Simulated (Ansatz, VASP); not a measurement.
One calculation of SiC3, two programs

```
Si C
1.0
     2.80466    0.00000    0.00000
     0.00000    2.80466    0.00000
     0.00000    0.00000    4.11214
Si C
1 3
Direct
  0.00000 0.00000 0.50000
  0.50000 0.50000 0.00000
  0.50000 0.00000 0.78798
  0.00000 0.50000 0.21202
```

Alike in both runs: task relaxation of cell and atoms; functional PBE; k mesh 10 × 10 × 8; occupations gaussian, width 0.02 eV; no spin polarisation.

|  | VASP | Ansatz |
| --- | --- | --- |
| version | VASP 6.6.1 | Ansatz 0.2.0 |
| potentials or method | VASP PAW PBE potentials, release 64 (Si, C), cutoff 600 eV | scalar-relativistic, plane waves, PAW |
| valence electrons in the cell | 16 | 16 |

Ansatz gave:

| Item | Value |
| --- | --- |
| gap on the k mesh at the Fermi level, each at its own relaxed structure (eV) | 1.37 |
| relaxed volume (Å³/atom) | 8.07 |
| relaxed cell length with the largest relative difference (Å) | 4.112 |

Estimate VASP's values.

gap on the k mesh at the Fermi level, each at its own relaxed structure (eV): 1.37; relaxed volume (Å³/atom): 8.07; relaxed cell length with the largest relative difference (Å): 4.110.
